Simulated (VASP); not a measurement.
# Co in VASP: single point with PBEsol

Aim: the single point of Co with PBEsol.

Program: VASP 6.6.1. These are calculated values, not measurements. Logs are shortened: lines on timing, memory, paths and dates and some standing lists are left out, and cuts for length are marked.

**1. The cell of the first run**

The cell holds a slab with vacuum, 4 atoms: a = 2.456 Å, b = 2.456 Å, c = 22.954 Å, α = 90.00°, β = 90.00°, γ = 120.00°.

**2. Single point, PBEsol, collinear spin, ferromagnetic start**

The input, INCAR:

```
ALGO = Normal
DIPOL = 0.5 0.5 0.500
EDIFF = 1E-6
ENCUT = 520
GGA = PS
IDIPOL = 3
ISIF = 2
ISMEAR = 0
ISPIN = 2
LASPH = True
LCHARG = True
LDIPOL = True
LELF = True
LMAXMIX = 4
LORBIT = 11
LREAL = False
LVACPOTAV = True
LVHAR = True
LWAVE = False
MAGMOM = 1.8 1.8 1.8 1.8
NBANDS = 30
NELM = 150
PREC = Accurate
SIGMA = 0.1
```

The input, KPOINTS:

```
k-points
0
Gamma
  12 12 1
```

The input, POSCAR:

```
Co
1.0
    2.4564188984      0.0000000000      0.0000000000
   -1.2282094492      2.1273211683      0.0000000000
    0.0000000000      0.0000000000     22.9542611580
Co
4
Direct
    0.3333333333      0.6666666667      0.3703016160
    0.6666666667      0.3333333333      0.4567687884
    0.3333333333      0.6666666667      0.5452798867
    0.6666666667      0.3333333333      0.6289648670
```

Potentials or basis: VASP PAW PBE potentials, release 64 (Co).

Launch:

```console
$ cat potpaw_PBE.64/Co/POTCAR > POTCAR
$ mpirun -np 1 vasp_std > vasp.out
```

OUTCAR:

```text
EDIFF = 1E-6
   ENCUT = 520
   GGA = PS
   ISIF = 2
   ISMEAR = 0
   ISPIN = 2
   LASPH = True
   LORBIT = 11
   LREAL = False
   NELM = 150
   PREC = Accurate

 ion  position               nearest neighbor table
   1  0.333  0.667  0.370-   2 2.44   2 2.44   2 2.44
   2  0.667  0.333  0.457-   1 2.44   1 2.44   1 2.44   3 2.48   3 2.48   3 2.48
   3  0.333  0.667  0.545-   4 2.39   4 2.39   4 2.39   2 2.48   2 2.48   2 2.48
   4  0.667  0.333  0.629-   3 2.39   3 2.39   3 2.39

  LATTYP: Found a hexagonal cell.
 ALAT       =     2.4564188984
 C/A-ratio  =     9.3446037127

  Lattice vectors:

 A1 = (   2.4564188984,   0.0000000000,   0.0000000000)
 A2 = (  -1.2282094492,   2.1273211683,   0.0000000000)
 A3 = (   0.0000000000,   0.0000000000,  22.9542611580)

Analysis of symmetry for initial positions (statically):
=====================================================================
 Subroutine PRICEL returns:
 Original cell was already a primitive cell.

 Routine SETGRP: Setting up the symmetry group for a
 hexagonal supercell.

 Subroutine GETGRP returns: Found  6 space group operations
 (whereof  6 operations were pure point group operations)
 out of a pool of 24 trial point group operations.

The static configuration has the point symmetry C_3v.

Analysis of symmetry for dynamics (positions and initial velocities):
=====================================================================
 Subroutine PRICEL returns:
 Original cell was already a primitive cell.

 Routine SETGRP: Setting up the symmetry group for a
 hexagonal supercell.

 Subroutine GETGRP returns: Found  6 space group operations
 (whereof  6 operations were pure point group operations)
 out of a pool of 24 trial point group operations.

The dynamic configuration has the point symmetry C_3v.

Analysis of structural, dynamic, and magnetic symmetry:
=====================================================================
 Subroutine PRICEL returns:
 Original cell was already a primitive cell.

 Routine SETGRP: Setting up the symmetry group for a
 hexagonal supercell.

 Subroutine GETGRP returns: Found  6 space group operations
 (whereof  6 operations were pure point group operations)
 out of a pool of 24 trial point group operations.

The overall configuration has the point symmetry C_3v.

 Subroutine INISYM returns: Found  6 space group operations
 (whereof  6 operations are pure point group operations),
 and found     1 'primitive' translations

----------------------------------------------------------------------------------------

                                     Primitive cell

  volume of cell :     119.9496

  direct lattice vectors                    reciprocal lattice vectors
     2.456418898  0.000000000  0.000000000     0.407096689  0.235037383  0.000000000
    -1.228209449  2.127321168  0.000000000     0.000000000  0.470074766  0.000000000
     0.000000000  0.000000000 22.954261158     0.000000000  0.000000000  0.043564896

  length of vectors
     2.456418898  2.456418898 22.954261158     0.470074766  0.470074766  0.043564896

  position of ions in fractional coordinates (direct lattice)
     0.333333333  0.666666667  0.370301616
     0.666666667  0.333333333  0.456768788
     0.333333333  0.666666667  0.545279887
     0.666666667  0.333333333  0.628964867

  ion indices of the primitive-cell ions
   primitive index   ion index
                 1           1
                 2           2
                 3           3
                 4           4

----------------------------------------------------------------------------------------

 KPOINTS: k-points

Automatic generation of k-mesh.
 Grid dimensions read from file:
 generate k-points for:   12   12    1

 Generating k-lattice:

  Cartesian coordinates                     Fractional coordinates (reciprocal lattice)
     0.033924724  0.019586449  0.000000000     0.083333333  0.000000000  0.000000000
     0.000000000  0.039172897  0.000000000     0.000000000  0.083333333  0.000000000
     0.000000000  0.000000000  0.043564896     0.000000000  0.000000000  1.000000000

  Length of vectors
     0.039172897  0.039172897  0.043564896

  Shift w.r.t. Gamma in fractional coordinates (k-lattice)
     0.000000000  0.000000000  0.000000000

 Subroutine IBZKPT returns following result:
 ===========================================

 Found     19 irreducible k-points:

 Following reciprocal coordinates:
            Coordinates               Weight
  0.000000  0.000000  0.000000      1.000000
  0.083333 -0.000000  0.000000      6.000000
  0.166667 -0.000000  0.000000      6.000000
  0.250000 -0.000000  0.000000      6.000000
  0.333333  0.000000  0.000000      6.000000
  0.416667  0.000000  0.000000      6.000000
[... 11 lines left out ...]
  0.333333  0.250000  0.000000     12.000000
  0.333333  0.333333  0.000000      2.000000
   k-points           NKPTS =     19   k-points in BZ     NKDIM =     19   number of bands    NBANDS=     30
   number of dos      NEDOS =    301   number of ions     NIONS =      4
   total plane-waves  NPLWV =  58320
   dimension x,y,z NGX =    18 NGY =   18 NGZ =  180
   dimension x,y,z NGXF=    36 NGYF=   36 NGZF=  360
   ions per type =               4
   NGX,Y,Z   is equivalent  to a cutoff of  12.18, 12.18, 13.04 a.u.
   NGXF,Y,Z  is equivalent  to a cutoff of  24.36, 24.36, 26.07 a.u.
 SYSTEM =  unknown system
   PREC   = accura    normal or accurate (medium, high low for compatibility)
   ISTART =      0    job   : 0-new  1-cont  2-samecut
   ICHARG =      2    charge: 1-file 2-atom 10-const
   ISPIN  =      2    spin polarized calculation?
   LNONCOLLINEAR =      F non collinear calculations
   LSORBIT =      F    spin-orbit coupling
   LASPH  =      T    aspherical Exc in radial PAW
   ENCUT  =  520.0 eV  38.22 Ry    6.18 a.u.   4.57  4.57 42.68*2*pi/ulx,y,z
   NELM   =    150;   NELMIN=  2; NELMDL= -5     # of ELM steps
   EDIFF  = 0.1E-05   stopping-criterion for ELM
   LREAL  =      F    real-space projection
   EDIFFG = 0.1E-04   stopping-criterion for IOM
   NSW    =      0    number of steps for IOM
   IBRION =     -1    ionic relax: 0-MD 1-quasi-New 2-CG
   NFREE  =      0    steps in history (QN), initial steepest desc. (CG)
   ISIF   =      2    stress and relaxation
   ISYM   =      2    0-nonsym 1-usesym 2-fastsym
   POTIM  = 0.5000    time-step for ionic-motion
   TEBEG  =    0.0;   TEEND  =   0.0 temperature during run
   PSTRESS=    0.0 pullay stress
   NELECT =      36.0000    total number of electrons
   NUPDOWN=      -1.0000    fix difference up-down
   EMIN   =  10.00;   EMAX   =-10.00  energy-range for DOS
   EFERMI =   0.00;   METHOD = LEGACY
   ISMEAR =     0;   SIGMA  =   0.10  broadening in eV -4-tet -1-fermi 0-gaus
   EFERMI_NEDOS =   21; number of points for ismear=-14 and -15
   IALGO  =     38    algorithm
   IMIX   =      4    mixing-type and parameters
     AMIX     =   0.40;   BMIX     =  1.00
     AMIX_MAG =   1.60;   BMIX_MAG =  1.00
  volume/ion in A,a.u.               =      29.99       202.36
  Fermi-wavevector in a.u.,A,eV,Ry     =   1.096081  2.071293 16.345958  1.201394
  Thomas-Fermi vector in A             =   2.232417
   LORBIT       =     11    0 simple, 1 ext, 2 COOP (PROOUT), +10 PAW based schemes
   GGA     = PS    functional components
   LHFCALC =     F    Hartree Fock is set to
   AEXX    =    0.0000 exact exchange contribution
   IVDW    =     0    specifies the selected vdW correction
   LEPSILON=     F    determine dielectric tensor
   LRPA    =     F    only Hartree local field effects (RPA)
 spin polarized calculation
 Gauss-broadening in eV      SIGMA  =   0.10
  energy-cutoff  :      520.00
  volume of cell :      119.95
 maximum number of plane-waves:      3276
   NGX =  9   NGY =  9   NGZ = 85

 dipolmoment           0.000000      0.000000      0.000077 electrons x Angstroem

 number of electron      35.9999965 magnetization       6.6653709

 dipolmoment           0.000000      0.000000     -0.001480 electrons x Angstroem

 Free energy of the ion-electron system (eV)
  ---------------------------------------------------
  ext. energy  EPLUGINS =         0.00000000
  ---------------------------------------------------
  free energy    TOTEN  =       -29.29179791 eV

  energy without entropy =      -29.27358627  energy(sigma->0) =      -29.28269209

 E-fermi :   0.4759     XC(G=0):  -5.6530

 val. band max:        0.4425768763   @ k =   0.1667   0.0833   0.0000
 cond. band min:       0.4852073137   @ k =   0.1667  -0.0000   0.0000
 fundamental gap:      0.0426304375
 Fermi energy:         0.4758817805

 spin component 1

 k-point     1 :       0.0000    0.0000    0.0000
  band No.  band energies     occupation
      1      -8.3416      1.00000
      2      -7.0093      1.00000
      3      -5.4337      1.00000
      4      -4.9563      1.00000
      5      -2.4746      1.00000
      6      -2.4093      1.00000
[... 22 lines left out ...]
     29       7.1277      0.00000
     30       8.7638      0.00000

 k-point     2 :       0.0833   -0.0000    0.0000
  band No.  band energies     occupation
      1      -8.0951      1.00000
      2      -6.7768      1.00000
      3      -5.2190      1.00000
      4      -4.7825      1.00000
      5      -2.5979      1.00000
      6      -2.5182      1.00000
[... 22 lines left out ...]
     29       7.3219      0.00000
     30       8.9881      0.00000

 k-point     3 :       0.1667   -0.0000    0.0000
  band No.  band energies     occupation
      1      -7.3892      1.00000
      2      -6.1341      1.00000
      3      -4.6563      1.00000
      4      -4.3449      1.00000
      5      -3.0202      1.00000
      6      -2.7381      1.00000
[... 494 lines left out ...]
      6      -3.2664      1.00000
[... 22 lines left out ...]
     29      10.5047      0.00000
     30      11.1604      0.00000

 k-point    19 :       0.3333    0.3333    0.0000
  band No.  band energies     occupation
      1      -3.9592      1.00000
      2      -3.6308      1.00000
      3      -3.6155      1.00000
      4      -3.5698      1.00000
      5      -3.3546      1.00000
      6      -3.3237      1.00000
[... 22 lines left out ...]
     29       9.9626      0.00000
     30      11.0332      0.00000
 Fermi energy:         0.4758817805

 spin component 2

 k-point     1 :       0.0000    0.0000    0.0000
  band No.  band energies     occupation
      1      -8.2553      1.00000
      2      -6.8987      1.00000
      3      -5.0676      1.00000
      4      -4.1210      1.00000
      5      -1.1407      1.00000
      6      -0.8836      1.00000
[... 22 lines left out ...]
     29       7.3103      0.00000
     30       8.8482      0.00000

 k-point     2 :       0.0833   -0.0000    0.0000
  band No.  band energies     occupation
      1      -8.0073      1.00000
      2      -6.6630      1.00000
      3      -4.8443      1.00000
      4      -3.9233      1.00000
      5      -1.2979      1.00000
      6      -0.9516      1.00000
[... 22 lines left out ...]
     29       7.5094      0.00000
     30       9.0735      0.00000

 k-point     3 :       0.1667   -0.0000    0.0000
  band No.  band energies     occupation
      1      -7.2905      1.00000
      2      -5.9960      1.00000
      3      -4.2368      1.00000
      4      -3.4016      1.00000
      5      -1.6587      1.00000
      6      -1.2504      1.00000
[... 517 lines left out ...]
     29      11.0260      0.00000
     30      11.7136      0.00000

 k-point    19 :       0.3333    0.3333    0.0000
  band No.  band energies     occupation
      1      -2.6506      1.00000
      2      -2.4767      1.00000
      3      -2.4130      1.00000
      4      -2.4120      1.00000
      5      -2.2949      1.00000
      6      -2.0074      1.00000
[... 22 lines left out ...]
     29      10.5871      0.00000
     30      11.4963      0.00000

------------------------ aborting loop because EDIFF is reached ----------------------------------------

  FORCE on cell =-STRESS in cart. coord.  units (eV):
  Direction    XX          YY          ZZ          XY          YZ          ZX
  --------------------------------------------------------------------------------------
  -------------------------------------------------------------------------------------
  Total       -1.9652036     -1.9652036     -1.0323579      0.0000000     -0.0000000      0.0000000
  in kB      -26.2493964    -26.2493964    -13.7892945      0.0000000     -0.0000000      0.0000000
  external PRESSURE =     -22.0960291 kB  Pullay stress =       0.0000000 kB

 VOLUME and BASIS-vectors are now :
 -----------------------------------------------------------------------------
  energy-cutoff  :      520.00
  volume of cell :      119.95
      direct lattice vectors                 reciprocal lattice vectors
     2.456418898  0.000000000  0.000000000     0.407096689  0.235037383  0.000000000
    -1.228209449  2.127321168  0.000000000     0.000000000  0.470074766  0.000000000
     0.000000000  0.000000000 22.954261158     0.000000000  0.000000000  0.043564896

 POSITION                                       TOTAL-FORCE (eV/Angst)
 -----------------------------------------------------------------------------------
     -0.00000      1.41821      8.50000         0.000000      0.000000      0.454003
      1.22821      0.70911     10.48479        -0.000000     -0.000000     -0.422432
     -0.00000      1.41821     12.51650         0.000000      0.000000      0.001185
      1.22821      0.70911     14.43742        -0.000000      0.000000     -0.032756
 -----------------------------------------------------------------------------------
    total drift:                               -0.000000     -0.000000     -0.000814

  FREE ENERGIE OF THE ION-ELECTRON SYSTEM (eV)
  ---------------------------------------------------
  free  energy   TOTEN  =       -29.2917979126 eV

  energy  without entropy=      -29.2735862713  energy(sigma->0) =      -29.28269209

 vacuum level on the upper side and lower side of the slab         5.571         5.623

 total charge

# of ion       s       p       d       tot
------------------------------------------
    1        0.494   0.433   7.245   8.172
    2        0.502   0.552   7.281   8.335
    3        0.509   0.568   7.293   8.371
    4        0.502   0.448   7.261   8.211
--------------------------------------------------
tot          2.008   2.002  29.080  33.089

 magnetization (x)

# of ion       s       p       d       tot
------------------------------------------
    1       -0.012  -0.042   1.760   1.706
    2       -0.014  -0.049   1.716   1.653
    3       -0.014  -0.049   1.705   1.642
    4       -0.012  -0.041   1.742   1.689
--------------------------------------------------
tot         -0.051  -0.181   6.922   6.691
```

It took 3 min on 1 thread of Intel Xeon 6975P-C (Granite Rapids), shared host; peak memory 0.32 GiB.

What came out:

```
Free energy                                           : -29.2918 eV
Largest force                                         : 0.454 eV/Å
Net moment                                            : 6.67 μB per cell
Site moments                                          : Co +1.71, +1.65, +1.64, +1.69 μB
Valence electrons inside the program's atomic spheres : Co 8.17, 8.34, 8.37, 8.21
```

Forces on the atoms (eV/Å):
```
Co   0.000  0.000  0.454
Co   0.000  0.000 -0.422
Co   0.000  0.000  0.001
Co   0.000  0.000 -0.033
```

Caveat: the PAW data sets were made with another functional, which shifts forces and pressure a little.
